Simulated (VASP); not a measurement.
# W4S in VASP: notebook, part 2 of 2

VASP 6.6.1. The steps go on from the part before.

**3. Single point, PBE**

INCAR reads:

```
SYSTEM = W4S
PREC = Accurate ; ENCUT = 520
EDIFF = 1E-6 ; ISMEAR = 0
SIGMA = 0.1 ; LREAL = .FALSE.
LASPH = .TRUE. ; NELM = 80
ALGO = Normal ; ISIF = 2
LWAVE = .FALSE. ; LCHARG = .FALSE.
LDIPOL = .TRUE. ; IDIPOL = 3
DIPOL = 0.5 0.5 0.358 ; GGA = PE
NBANDS = 39
```

KPOINTS reads:

```
regular mesh
0
G
  8 8 1
  0 0 0
```

POSCAR reads:

```
W4S
1.0
    3.1836991688      0.0000000000      0.0000000000
    0.0000000000      3.1836991688      0.0000000000
    0.0000000000      0.0000000000     20.1425775749
W S
4 1
Direct
    0.5000000000      0.5000000000      0.1985843165
    0.0000000000      0.0000000000      0.2776134069
    0.5000000000      0.5000000000      0.3599451800
    0.0000000000      0.0000000000      0.4290700901
    0.0000000000      0.3750000000      0.5234104879
```

Potentials or basis: VASP PAW PBE potentials, release 64 (W_sv, S).

Launch:

```bash
cat potpaw_PBE.64/W_sv/POTCAR potpaw_PBE.64/S/POTCAR > POTCAR
mpirun -np 1 vasp_std > vasp.out
```

OUTCAR:

```text
SYSTEM = W4S
   PREC = Accurate
   ENCUT = 520
   EDIFF = 1E-6
   ISMEAR = 0
   LREAL = .FALSE.
   LASPH = .TRUE.
   NELM = 80
   ISIF = 2
   GGA = PE

 ion  position               nearest neighbor table
   1  0.500  0.500  0.199-   2 2.76   2 2.76   2 2.76   2 2.76   3 3.25
   2  0.000  0.000  0.278-   1 2.76   1 2.76   1 2.76   1 2.76   3 2.80   3 2.80   3 2.80   3 2.80
                             4 3.05
   3  0.500  0.500  0.360-   4 2.65   4 2.65   4 2.65   4 2.65   2 2.80   2 2.80   2 2.80   2 2.80
                             1 3.25
   4  0.000  0.000  0.429-   5 2.24   3 2.65   3 2.65   3 2.65   3 2.65   5 2.75   2 3.05
   5  0.000  0.375  0.523-   4 2.24   4 2.75

  LATTYP: Found a simple tetragonal cell.
 ALAT       =     3.1836991688
 C/A-ratio  =     6.3267841925

  Lattice vectors:

 A1 = (   3.1836991688,   0.0000000000,   0.0000000000)
 A2 = (   0.0000000000,   3.1836991688,   0.0000000000)
 A3 = (   0.0000000000,   0.0000000000,  20.1425775749)

Analysis of symmetry for initial positions (statically):
=====================================================================
 Subroutine PRICEL returns:
 Original cell was already a primitive cell.

 Routine SETGRP: Setting up the symmetry group for a
 simple tetragonal supercell.

 Subroutine GETGRP returns: Found  2 space group operations
 (whereof  2 operations were pure point group operations)
 out of a pool of 16 trial point group operations.

The static configuration has the point symmetry C_1h.

Analysis of symmetry for dynamics (positions and initial velocities):
=====================================================================
 Subroutine PRICEL returns:
 Original cell was already a primitive cell.

 Routine SETGRP: Setting up the symmetry group for a
 simple tetragonal supercell.

 Subroutine GETGRP returns: Found  2 space group operations
[... 133 lines left out ...]
   GGA     = PE    functional components
   LHFCALC =     F    Hartree Fock is set to
   AEXX    =    0.0000 exact exchange contribution
   IVDW    =     0    specifies the selected vdW correction
   LEPSILON=     F    determine dielectric tensor
   LRPA    =     F    only Hartree local field effects (RPA)
 non-spin polarized calculation
 Gauss-broadening in eV      SIGMA  =   0.10
  energy-cutoff  :      520.00
  volume of cell :      204.16
 maximum number of plane-waves:      5576
   NGX = 11   NGY = 11   NGZ = 75

 dipolmoment           0.000000      0.000000     -0.004884 electrons x Angstroem

 number of electron      61.9999993 magnetization

 dipolmoment           0.000000      0.000000      0.075661 electrons x Angstroem

 Free energy of the ion-electron system (eV)
  ---------------------------------------------------
  ext. energy  EPLUGINS =         0.00000000
  ---------------------------------------------------
  free energy    TOTEN  =       -52.42761083 eV

  energy without entropy =      -52.40624888  energy(sigma->0) =      -52.41692985

 E-fermi :   1.0942     XC(G=0):  -6.1962

 val. band max:        1.0831282596   @ k =   0.5000   0.1250   0.0000
 cond. band min:       1.1215520239   @ k =  -0.1250   0.2500   0.0000
 fundamental gap:      0.0384237642
 Fermi energy:         1.0941912014

 k-point     1 :       0.0000    0.0000    0.0000
  band No.  band energies     occupation
      1     -72.8060      2.00000
      2     -72.7667      2.00000
      3     -72.6873      2.00000
      4     -72.5548      2.00000
      5     -37.2581      2.00000
      6     -37.2395      2.00000
[... 997 lines left out ...]
     38       4.5167      0.00000
     39       4.6196      0.00000

 [... further k-points ...]

------------------------ aborting loop because EDIFF is reached ----------------------------------------

 vacuum level on the upper side and lower side of the slab       (xc-potential included)         0.419        -0.904

  FORCE on cell =-STRESS in cart. coord.  units (eV):
  Direction    XX          YY          ZZ          XY          YZ          ZX
  --------------------------------------------------------------------------------------
  -------------------------------------------------------------------------------------
  Total       -2.4047162     -4.9575762     -0.0533771      0.0000000      2.7553142      0.0000000
  in kB      -18.8710173    -38.9045939     -0.4188768      0.0000000     21.6223364      0.0000000
  external PRESSURE =     -19.3981627 kB  Pullay stress =       0.0000000 kB

 VOLUME and BASIS-vectors are now :
 -----------------------------------------------------------------------------
  energy-cutoff  :      520.00
  volume of cell :      204.16
      direct lattice vectors                 reciprocal lattice vectors
     3.183699169  0.000000000  0.000000000     0.314100029  0.000000000  0.000000000
     0.000000000  3.183699169  0.000000000     0.000000000  0.314100029  0.000000000
     0.000000000  0.000000000 20.142577575     0.000000000  0.000000000  0.049646079

 POSITION                                       TOTAL-FORCE (eV/Angst)
 -----------------------------------------------------------------------------------
      1.59185      1.59185      4.00000         0.000000     -0.207917      2.068221
      0.00000      0.00000      5.59185         0.000000      0.219436     -2.115559
      1.59185      1.59185      7.25022         0.000000     -0.426651     -2.278763
      0.00000      0.00000      8.64258         0.000000     -0.566480      2.338945
      0.00000      1.19389     10.54284         0.000000      0.981611     -0.012844
 -----------------------------------------------------------------------------------
    total drift:                                0.000000     -0.000015     -0.000091

  FREE ENERGIE OF THE ION-ELECTRON SYSTEM (eV)
  ---------------------------------------------------
  free  energy   TOTEN  =       -52.4276108305 eV

  energy  without entropy=      -52.4062488780  energy(sigma->0) =      -52.41692985

 vacuum level on the upper side and lower side of the slab         6.475         5.100
```

Wall time 6.1 min (1 thread of Intel Xeon 6975P-C, shared host); peak memory 0.37 GiB.

What came out:

```
Free energy            : -52.4276 eV
Largest force          : 2.407 eV/Å
Band gap on the k mesh : zero (band 31 reaches 2.50 eV, above the bottom of band 32 at 0.93 eV)
```

Forces on the atoms (eV/Å):
```
W    0.000 -0.208  2.068
W    0.000  0.219 -2.116
W    0.000 -0.427 -2.279
W    0.000 -0.566  2.339
S    0.000  0.982 -0.013
```

Caveat: spin-orbit coupling is left out, which moves the levels of the heavy elements.

**4. Single point, PBE**

INCAR reads:

```
ALGO = Normal ; DIPOL = 0.5 0.5 0.356
EDIFF = 1E-7 ; ENCUT = 520
GGA = PE ; IDIPOL = 3
ISIF = 2 ; ISMEAR = 0
LASPH = T ; LCHARG = T
LDIPOL = T ; LELF = T
LREAL = F ; LVACPOTAV = T
LVHAR = T ; LWAVE = F
NBANDS = 39 ; NELM = 80
PREC = Accurate ; SIGMA = 0.1
```

KPOINTS reads:

```
k-points
0
Gamma
  8 8 1
```

POSCAR, as its differences from that of step 3:

```diff
@@ -12,2 +12,2 @@
     0.0000000000      0.0000000000      0.4290700901
-    0.0000000000      0.3750000000      0.5234104879
+    0.1250000000      0.5000000000      0.5158074464
```

Launch:

```bash
cat potpaw_PBE.64/W_sv/POTCAR potpaw_PBE.64/S/POTCAR > POTCAR
mpirun -np 1 vasp_std > vasp.out
```

Wall time 5.6 min (1 thread of Intel Xeon 6975P-C, shared host); peak memory 0.37 GiB.

The run converged. Its results:

| Quantity | Value |
| --- | --- |
| Free energy | -52.6466 eV |
| Largest force | 2.401 eV/Å |
| Band gap on the k mesh | zero (band 31 reaches 2.15 eV, above the bottom of band 32 at 0.96 eV) |

Forces on the atoms (eV/Å):
```
W    0.029  0.000  2.060
W   -0.003  0.000 -1.969
W   -0.299  0.000 -2.383
W    0.432  0.000  2.303
S   -0.159  0.000 -0.011
```

Levels at points of the mesh, in eV from the Fermi level:
| k point | band 28 | band 29 | band 30 | band 31 | band 32 | band 33 | band 34 | band 35 |
| --- | --- | --- | --- | --- | --- | --- | --- | --- |
| (0.00, 0.00, 0.00) | -0.80 | -0.75 | -0.40 | -0.20 | 0.11 | 0.22 | 0.75 | 1.32 |
| (0.50, 0.00, 0.00) | -1.05 | -0.87 | -0.32 | 0.09 | 0.51 | 0.81 | 0.93 | 1.78 |
| (0.00, 0.50, 0.00) | -1.21 | -0.61 | -0.17 | 0.20 | 0.43 | 1.11 | 1.15 | 2.09 |
| (0.50, 0.50, 0.00) | -1.34 | -1.10 | -0.60 | 1.03 | 1.98 | 2.13 | 2.25 | 2.57 |

Caveat: spin-orbit coupling is left out, which moves the levels of the heavy elements.
